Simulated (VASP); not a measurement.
# I (Cmce) in VASP: further runs, part 2 of 2

VASP 6.6.1. The steps go on from the part before.

### Step 3. Single point, PBEsol (41.32 Å³/atom)

This run uses another cell than the first one, of 41.32 Å³/atom.

Input file INCAR:

```
PREC = Accurate
ENCUT = 520
EDIFF = 1E-6
ISMEAR = -1
SIGMA = 0.05
LREAL = False
LASPH = True
NELM = 100
ALGO = Normal
ISIF = 2
LWAVE = False
LCHARG = False
GGA = PS
NBANDS = 22
```

Input file KPOINTS:

```
Automatic mesh
0
Gamma
  8 8 3
```

Input file POSCAR:

```
I
1.0
    3.8076993308     -2.2019948819      0.0000000000
    3.8076993308      2.2019948819      0.0000000000
    0.0000000000      0.0000000000      9.8565208420
I
4
Direct
    0.8307187399      0.1692812601      0.1228187161
    0.6692812601      0.3307187399      0.6228187161
    0.1692812601      0.8307187399      0.8771812839
    0.3307187399      0.6692812601      0.3771812839
```

Potentials or basis: VASP PAW PBE potentials, release 64 (I).

Command:

```sh
$ cat potpaw_PBE.64/I/POTCAR > POTCAR
$ mpirun -np 1 vasp_std > vasp.out
```

OUTCAR:

```text
PREC = Accurate
   ENCUT = 520
   EDIFF = 1E-6
   ISMEAR = -1
   LREAL = False
   LASPH = True
   NELM = 100
   ISIF = 2
   GGA = PS

 ion  position               nearest neighbor table
   1  0.831  0.169  0.123-   3 2.84   4 3.34   4 3.34
   2  0.669  0.331  0.623-   4 2.84   3 3.34   3 3.34
   3  0.169  0.831  0.877-   1 2.84   2 3.34   2 3.34
   4  0.331  0.669  0.377-   2 2.84   1 3.34   1 3.34

  LATTYP: Found a base centered orthorhombic cell.
[... 800 lines left out ...]

  FORCE on cell =-STRESS in cart. coord.  units (eV):
  Direction    XX          YY          ZZ          XY          YZ          ZX
  --------------------------------------------------------------------------------------
  -------------------------------------------------------------------------------------
  Total       -0.0981264     -1.0157703     -2.0626969      0.0000000     -0.0000000      0.0000000
  in kB       -0.9511821     -9.8463100    -19.9946315      0.0000000     -0.0000000      0.0000000
  external PRESSURE =     -10.2640412 kB  Pullay stress =       0.0000000 kB

 VOLUME and BASIS-vectors are now :
 -----------------------------------------------------------------------------
  energy-cutoff  :      520.00
  volume of cell :      165.28
      direct lattice vectors                 reciprocal lattice vectors
     3.807699331 -2.201994882  0.000000000     0.131312889 -0.227066831  0.000000000
     3.807699331  2.201994882  0.000000000     0.131312889  0.227066831  0.000000000
     0.000000000  0.000000000  9.856520842     0.000000000  0.000000000  0.101455678

 POSITION                                       TOTAL-FORCE (eV/Angst)
 -----------------------------------------------------------------------------------
      3.80770     -1.45648      1.21057         0.000000     -0.100263     -0.102700
      3.80770     -0.74551      6.13883         0.000000      0.100263     -0.102700
      3.80770      1.45648      8.64596         0.000000      0.100263      0.102700
      3.80770      0.74551      3.71770         0.000000     -0.100263      0.102700
 -----------------------------------------------------------------------------------
    total drift:                                0.000000     -0.000000     -0.000000

  FREE ENERGIE OF THE ION-ELECTRON SYSTEM (eV)
  ---------------------------------------------------
  free  energy   TOTEN  =        -7.0002385283 eV

  energy  without entropy=       -7.0001859166  energy(sigma->0) =       -7.00021222
```

OSZICAR:

```text
N       E                     dE             d eps       ncg     rms          rms(c)
DAV:   1     0.150979871430E+03    0.15098E+03   -0.10317E+04  1848   0.102E+03
DAV:   2     0.468673121761E+01   -0.14629E+03   -0.14171E+03  2568   0.156E+02
DAV:   3    -0.694509629902E+01   -0.11632E+02   -0.11592E+02  2348   0.502E+01
DAV:   4    -0.720286460432E+01   -0.25777E+00   -0.25773E+00  2384   0.883E+00
DAV:   5    -0.720844747704E+01   -0.55829E-02   -0.55828E-02  2342   0.128E+00    0.995E+00
DAV:   6    -0.705428419301E+01    0.15416E+00   -0.13291E-01  2172   0.159E+00    0.659E+00
DAV:   7    -0.700704128985E+01    0.47243E-01   -0.31427E-01  2202   0.243E+00    0.554E-01
DAV:   8    -0.700015199894E+01    0.68893E-02   -0.40067E-02  2076   0.932E-01    0.229E-01
DAV:   9    -0.700022423365E+01   -0.72235E-04   -0.80638E-04  2280   0.160E-01    0.164E-01
DAV:  10    -0.700024943330E+01   -0.25200E-04   -0.63898E-05  2154   0.456E-02    0.648E-02
DAV:  11    -0.700024031377E+01    0.91195E-05   -0.29925E-05  2214   0.264E-02    0.153E-02
DAV:  12    -0.700023838484E+01    0.19289E-05   -0.58374E-06  2226   0.123E-02    0.732E-03
DAV:  13    -0.700023852830E+01   -0.14346E-06   -0.15106E-06  1366   0.606E-03
   1 F= -.70002385E+01 E0= -.70002122E+01  d E =-.526117E-04
```

Run time: 3.9 min. Hardware: 1 thread of Intel Xeon 8259CL, shared host; peak memory 0.36 GiB.

Results:

- Free energy: -7.0002 eV
- Pressure: -1.0 GPa
- Largest force: 0.144 eV/Å
- Band gap on the k mesh: 0.68 eV (least direct gap 0.91 eV)

Forces on the atoms (eV/Å):
```
I    0.000 -0.100 -0.103
I    0.000  0.100 -0.103
I    0.000  0.100  0.103
I    0.000 -0.100  0.103
```

Levels at points of the mesh, in eV from the valence-band top:
| k point | band 10 | band 11 | band 12 | band 13 | band 14 | band 15 | band 16 | band 17 | band 18 | band 19 |
| --- | --- | --- | --- | --- | --- | --- | --- | --- | --- | --- |
| (0.00, 0.00, 0.00) | -1.48 | -1.02 | -0.79 | -0.53 | 0.00 | 0.91 | 1.86 | 4.74 | 4.83 | 5.41 |
| (0.50, 0.00, 0.00) | -1.98 | -1.68 | -1.68 | -0.89 | -0.89 | 2.00 | 2.00 | 5.03 | 5.03 | 6.90 |
| (0.50, 0.50, 0.00) | -2.11 | -1.71 | -1.58 | -1.00 | -0.55 | 0.77 | 1.63 | 4.60 | 5.60 | 5.96 |

Caveat: semilocal functionals underestimate gaps, and a narrow one can read as zero; the PAW data sets were made with another functional, which shifts forces and pressure a little; spin-orbit coupling is left out, which moves the levels of the heavy elements. A k mesh can miss the band edges.

### Step 4. Single point, PBEsol (42.91 Å³/atom)

This run uses another cell than the first one, of 42.91 Å³/atom.

Input file INCAR:

```
ALGO = Normal
EDIFF = 1E-6
ENCUT = 520
GGA = PS
ISIF = 2
ISMEAR = -1
LASPH = True
LCHARG = False
LREAL = False
LWAVE = False
NBANDS = 22
NELM = 100
PREC = Accurate
SIGMA = 0.05
```

Input file KPOINTS:

```
k-points
0
Gamma
  8 8 3
```

Input file POSCAR:

```
I
1.0
    3.8559031738     -2.2298711942      0.0000000000
    3.8559031738      2.2298711942      0.0000000000
    0.0000000000      0.0000000000      9.9813001750
I
4
Direct
    0.8307187399      0.1692812601      0.1228187161
    0.6692812601      0.3307187399      0.6228187161
    0.1692812601      0.8307187399      0.8771812839
    0.3307187399      0.6692812601      0.3771812839
```

Potentials or basis: VASP PAW PBE potentials, release 64 (I).

Command:

```sh
$ cat potpaw_PBE.64/I/POTCAR > POTCAR
$ mpirun -np 1 vasp_std > vasp.out
```

OUTCAR:

```text
EDIFF = 1E-6
   ENCUT = 520
   GGA = PS
   ISIF = 2
   ISMEAR = -1
   LASPH = True
   LREAL = False
   NELM = 100
   PREC = Accurate

 ion  position               nearest neighbor table
   1  0.831  0.169  0.123-   3 2.88   4 3.38   4 3.38
   2  0.669  0.331  0.623-   4 2.88   3 3.38   3 3.38
   3  0.169  0.831  0.877-   1 2.88   2 3.38   2 3.38
   4  0.331  0.669  0.377-   2 2.88   1 3.38   1 3.38

  LATTYP: Found a base centered orthorhombic cell.
 ALAT       =     4.4597423884
[... 799 lines left out ...]

  FORCE on cell =-STRESS in cart. coord.  units (eV):
  Direction    XX          YY          ZZ          XY          YZ          ZX
  --------------------------------------------------------------------------------------
  -------------------------------------------------------------------------------------
  Total       -0.1964273     -1.9515782     -3.7135951      0.0000000      0.0000000      0.0000000
  in kB       -1.8335359    -18.2168609    -34.6642754      0.0000000      0.0000000      0.0000000
  external PRESSURE =     -18.2382241 kB  Pullay stress =       0.0000000 kB

 VOLUME and BASIS-vectors are now :
 -----------------------------------------------------------------------------
  energy-cutoff  :      520.00
  volume of cell :      171.64
      direct lattice vectors                 reciprocal lattice vectors
     3.855903174 -2.229871194  0.000000000     0.129671306 -0.224228198  0.000000000
     3.855903174  2.229871194  0.000000000     0.129671306  0.224228198  0.000000000
     0.000000000  0.000000000  9.981300175     0.000000000  0.000000000  0.100187349

 POSITION                                       TOTAL-FORCE (eV/Angst)
 -----------------------------------------------------------------------------------
      3.85590     -1.47492      1.22589         0.000000     -0.203543     -0.187826
      3.85590     -0.75495      6.21654         0.000000      0.203543     -0.187826
      3.85590      1.47492      8.75541         0.000000      0.203543      0.187826
      3.85590      0.75495      3.76476         0.000000     -0.203543      0.187826
 -----------------------------------------------------------------------------------
    total drift:                               -0.000000     -0.000000     -0.000000

  FREE ENERGIE OF THE ION-ELECTRON SYSTEM (eV)
  ---------------------------------------------------
  free  energy   TOTEN  =        -6.9431878868 eV

  energy  without entropy=       -6.9431024310  energy(sigma->0) =       -6.94314516
```

It took 3.6 min on 1 thread of Intel Xeon 8259CL, shared host; peak memory 0.36 GiB.

Results:

- Free energy: -6.9432 eV
- Pressure: -1.8 GPa
- Largest force: 0.277 eV/Å
- Band gap on the k mesh: 0.63 eV (least direct gap 0.84 eV)

Forces in eV/Å, atoms in the order of the input:
```
I    0.000 -0.204 -0.188
I    0.000  0.204 -0.188
I    0.000  0.204  0.188
I    0.000 -0.204  0.188
```

Stress tensor (GPa, compression positive):
```
-0.18  0.00  0.00
 0.00 -1.82  0.00
 0.00  0.00 -3.47
```

Caveat: semilocal functionals underestimate gaps, and a narrow one can read as zero; the PAW data sets were made with another functional, which shifts forces and pressure a little; spin-orbit coupling is left out, which moves the levels of the heavy elements.

### Step 5. Single point, PBEsol (44.50 Å³/atom)

This run uses another cell than the first one, of 44.50 Å³/atom.

Input file INCAR:

```
SYSTEM = I
PREC     = Accurate       ! precision mode
ENCUT    = 520            ! plane-wave cutoff, eV
EDIFF    = 1E-6           ! SCF threshold, eV
ISMEAR   = -1             ! smearing method
SIGMA    = 0.05           ! smearing width, eV
LREAL    = .False.        ! projectors in reciprocal space
LASPH    = .True.         ! aspherical terms in the spheres
NELM     = 60             ! most SCF steps
ALGO     = Normal         ! electronic algorithm
ISIF     = 2              ! what is computed and relaxed
LWAVE    = .False.        ! write WAVECAR
LCHARG   = .True.         ! write CHGCAR
GGA      = PS             ! functional
LELF     = .True.         ! ELF
LVHAR    = .True.       
NBANDS   = 22             ! bands
```

Input file KPOINTS:

```
Automatic mesh
0
Gamma
  8 8 3
  0 0 0
```

Input file POSCAR:

```
I
1.0
    3.9029310181     -2.2570674256      0.0000000000
    3.9029310181      2.2570674256      0.0000000000
    0.0000000000      0.0000000000     10.1030353455
I
4
Direct
    0.8307187399      0.1692812601      0.1228187161
    0.6692812601      0.3307187399      0.6228187161
    0.1692812601      0.8307187399      0.8771812839
    0.3307187399      0.6692812601      0.3771812839
```

Command:

```sh
$ cat potpaw_PBE.64/I/POTCAR > POTCAR
$ mpirun -np 1 vasp_std > vasp.out
```

Wall time 4.4 min (1 thread of Intel Xeon 8259CL, shared host); peak memory 0.36 GiB.

The run converged. Its results:

```yaml
Free_energy: -6.8582 eV
Pressure: -2.4 GPa
Largest_force: 0.391 eV/Å
Band_gap_on_the_k_mesh: 0.59 eV (least direct gap 0.77 eV)
```

Forces in eV/Å, atoms in the order of the input:
```
I    0.000 -0.292 -0.261
I    0.000  0.292 -0.261
I    0.000  0.292  0.261
I    0.000 -0.292  0.261
```

Stress tensor (GPa, compression positive):
```
-0.25  0.00  0.00
 0.00 -2.47  0.00
 0.00  0.00 -4.61
```

Levels at points of the mesh, in eV from the valence-band top:
```tsv
k point	band 12	band 13	band 14	band 15	band 16	band 17
(0.00, 0.00, 0.00)	-0.70	-0.48	0.00	0.78	1.66	4.90
(0.50, 0.00, 0.00)	-1.50	-0.77	-0.77	1.76	1.76	5.29
(0.50, 0.50, 0.00)	-1.44	-0.88	-0.47	0.66	1.47	4.89
```

Caveat: semilocal functionals underestimate gaps, and a narrow one can read as zero; the PAW data sets were made with another functional, which shifts forces and pressure a little; spin-orbit coupling is left out, which moves the levels of the heavy elements. A k mesh can miss the band edges.

### Step 6. Summary

| cell | gap on the mesh (eV) | pressure (GPa) | largest force (eV/Å) |
| --- | --- | --- | --- |
| a = 4.341, b = 4.341, c = 9.728 Å, angles 90.0, 90.0, 60.1°, 4 atoms | 0.74 | 0.0 | 0.02 |
| a = 4.399, b = 4.399, c = 9.857 Å, angles 90.0, 90.0, 60.1°, 4 atoms | 0.68 | -1.0 | 0.14 |
| a = 4.454, b = 4.454, c = 9.981 Å, angles 90.0, 90.0, 60.1°, 4 atoms | 0.63 | -1.8 | 0.28 |
| a = 4.509, b = 4.509, c = 10.103 Å, angles 90.0, 90.0, 60.1°, 4 atoms | 0.59 | -2.4 | 0.39 |

Alike in all rows: task single point; level PBEsol; potentials or basis VASP PAW PBE potentials, release 64 (I); no spin polarisation; k mesh 8 × 8 × 3; cutoff (eV) 520; smearing fermi-dirac 0.05 eV.

Caveats: semilocal functionals underestimate gaps, and a narrow one can read as zero; the PAW data sets were made with another functional, which shifts forces and pressure a little; spin-orbit coupling is left out, which moves the levels of the heavy elements.

Total energies depend on the potentials used, so only differences within one code and one set of settings carry meaning.
